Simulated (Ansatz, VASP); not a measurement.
## Ti: VASP beside Ansatz

```
CELL_PARAMETERS angstrom
4.60000 0.00000 0.00000
-2.30000 3.98372 0.00000
0.00000 0.00000 2.82000
ATOMIC_POSITIONS crystal
Ti 0.00000 0.00000 0.00000
Ti 0.33333 0.66667 0.50000
Ti 0.66667 0.33333 0.50000
```

Alike in both runs: task relaxation of cell and atoms; functional PBEsol; dispersion D3(BJ); k mesh 8 × 8 × 12; occupations methfessel-paxton of order 1, width 0.1 eV; no spin polarisation.

|  | VASP | Ansatz |
| --- | --- | --- |
| version | VASP 6.6.1 | Ansatz 0.2.0 |
| potentials or method | VASP PAW PBE potentials, release 64 (Ti_sv), cutoff 600 eV | plane waves, PAW |
| valence electrons in the cell | 36 | 36 |

Ansatz gave:

* relaxed volume (Å³/atom): 15.63
* relaxed length of the cell vector where the two differ most in proportion (Å): 4.436

Problem. Which values does VASP return?

Solution. Relaxed volume (Å³/atom): 15.58; relaxed length of the cell vector where the two differ most in proportion (Å): 4.431.

VASP's potentials were made for PBE, not for PBEsol.
